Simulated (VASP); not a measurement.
Sn2Ge:

```
Ge Sn
1.0
     4.33288    0.00000    0.00000
    -2.16644    3.75238    0.00000
     0.00000    0.00000   10.61333
Ge Sn
2 4
Cartesian
  0.0000 2.5016 7.5178
  2.1664 1.2508 3.0956
  0.0000 0.0000 3.9800
  2.1664 1.2508 0.4422
  0.0000 0.0000 6.6333
  0.0000 2.5016 10.1711
```

* Program: VASP 6.6.1
* Task: relaxation of cell and atoms
* Functional: PBE
* Potentials or basis: VASP PAW PBE potentials, release 64 (Ge_d, Sn_d)
* Cutoff: 600 eV
* k mesh: 6 × 6 × 2
* Occupations: fermi-dirac, width 0.02 eV
* Spin: no spin polarisation

At the start: pressure 6.9 GPa; volume 28.76 Å³/atom.

Question: Where does the relaxation end?

Answer: Over 12 steps the energy falls by 95.7 meV/atom and the volume is 32.37 Å³/atom (+12.5 %); space group P-3m1 (No. 164, to 0.1 Å) before and after.

The path:
| step | energy change (eV) | largest force (eV/Å) | pressure (GPa) | volume (Å³) |
| --- | --- | --- | --- | --- |
| 1 | 0.0000 | 1.2690 | 6.89 | 172.56 |
| 2 | -0.4950 | 0.1921 | -1.97 | 205.35 |
| 3 | -0.5473 | 0.3894 | -0.36 | 196.27 |
| 4 | -0.5473 | 0.3772 | -0.44 | 196.77 |
| 5 | -0.5680 | 0.1666 | -0.19 | 195.29 |
| 6 | -0.5722 | 0.1002 | 0.01 | 194.26 |
| 7 | -0.5732 | 0.0483 | 0.02 | 194.23 |
| 8 | -0.5732 | 0.0549 | 0.02 | 194.23 |
| 9 | -0.5740 | 0.0328 | -0.01 | 194.34 |
| 10 | -0.5743 | 0.0065 | -0.05 | 194.48 |
| 11 | -0.5744 | 0.0033 | 0.03 | 194.07 |
| 12 | -0.5744 | 0.0041 | 0.00 | 194.19 |

Final structure:
```
CELL_PARAMETERS angstrom
4.50949 0.00000 0.00000
-2.25474 3.90533 0.00000
0.00000 0.00000 11.02680
ATOMIC_POSITIONS crystal
Ge 0.33333 0.66667 0.70672
Ge 0.66667 0.33333 0.29328
Sn 0.00000 0.00000 0.36869
Sn 0.66667 0.33333 0.04951
Sn 0.00000 0.00000 0.63131
Sn 0.33333 0.66667 0.95049
```
